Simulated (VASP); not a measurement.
Crystal: Ge.

```
CELL_PARAMETERS angstrom
2.91000 0.00000 0.00000
-1.45500 2.52013 0.00000
0.00000 0.00000 4.75203
ATOMIC_POSITIONS crystal
Ge 0.33333 0.66667 0.25000
Ge 0.66667 0.33333 0.75000
```

```yaml
Program: VASP 6.6.1
Task: relaxation of cell and atoms
Functional: PBEsol
Potentials_or_basis: VASP PAW PBE potentials, release 64 (Ge_d)
Cutoff: 500 eV
k_mesh: 7 × 7 × 4
Occupations: fermi-dirac, width 0.02 eV
Spin: no spin polarisation
```

At the start: pressure 5.9 GPa; volume 17.42 Å³/atom.

Problem. Where does the relaxation end?

Solution. Over 8 steps the energy falls by 34.9 meV/atom and the volume is 18.61 Å³/atom (+6.8 %); space group P6_3/mmc (No. 194, to 0.05 Å).

Step by step:
```
step  energy change (eV)  largest force (eV/Å)  pressure (GPa)  volume (Å³)
   1              0.0000                0.0000            5.91        34.85
   2             -0.0629                0.0000           -1.71        38.18
   3             -0.0652                0.0000           -0.77        37.69
   4             -0.0653                0.0000           -0.64        37.62
   5             -0.0697                0.0000           -0.41        37.44
   6             -0.0697                0.0000           -0.35        37.43
   7             -0.0697                0.0000           -0.34        37.43
   8             -0.0699                0.0000            0.02        37.22
```

Final structure:
```xyz
2
Lattice="3.0175 0.0000 0.0000 -1.5087 2.6132 0.0000 0.0000 0.0000 4.7202" Properties=species:S:1:pos:R:3 pbc="T T T"
Ge    0.0000    1.7421    1.1801
Ge    1.5087    0.8711    3.5402
```

Caveat: the PAW data sets were made with another functional, which shifts forces and pressure a little.
